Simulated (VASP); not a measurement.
Set up this calculation in VASP 6.6.1, as the native input.

```
Task                   : single point
Functional             : LDA
Potentials or basis    : VASP PAW LDA potentials, release 64 (Pt_sv_GW)
Cutoff                 : 570 eV
k mesh                 : 16 × 16 × 9
Occupations            : fermi-dirac, width 0.08 eV
Spin                   : no spin polarisation
Dipole correction      : no
Further INCAR settings : ALGO = Normal; EDIFF = 1e-06; NBANDS = 25
```

The structure of Pt lies in POSCAR:

```
Pt
1.0
    2.7141501671      0.0000000000      0.0000000000
   -1.3570750835      2.3505229944      0.0000000000
    0.0000000000      0.0000000000      4.6584615956
Pt
2
Direct
    0.3333333333      0.6666666667      0.2500000000
    0.6666666667      0.3333333333      0.7500000000
```

This isn't the form of Pt at room conditions, which is fcc.

The input as run:

INCAR

```
PREC = Accurate
ENCUT = 570
EDIFF = 1E-6
ISMEAR = -1
SIGMA = 0.08
LREAL = False
LASPH = True
NELM = 120
ALGO = Normal
ISIF = 2
LWAVE = False
LCHARG = False
GGA = CA
NBANDS = 25
GGA_COMPAT = False
```

KPOINTS

```
Automatic mesh
0
Gamma
  16 16 9
```

Potentials or basis: VASP PAW LDA potentials, release 64 (Pt_sv_GW).

Run with:

```sh
$ cat potpaw_LDA.64/Pt_sv_GW/POTCAR > POTCAR
$ mpirun -np 1 vasp_std > vasp.out
```

Results of the run:

```
Pressure               : -0.4 GPa
Band gap on the k mesh : zero (bands 18 and 19 overlap by 1.36 eV)
```

Caveat: spin-orbit coupling is left out, which moves the levels of the heavy elements.

Run time: 81 s on 1 thread of Intel(R) Xeon(R) Platinum 8259CL CPU @ 2.50GHz (Skylake/Cascade Lake), on a shared host, peak memory 0.22 GiB.
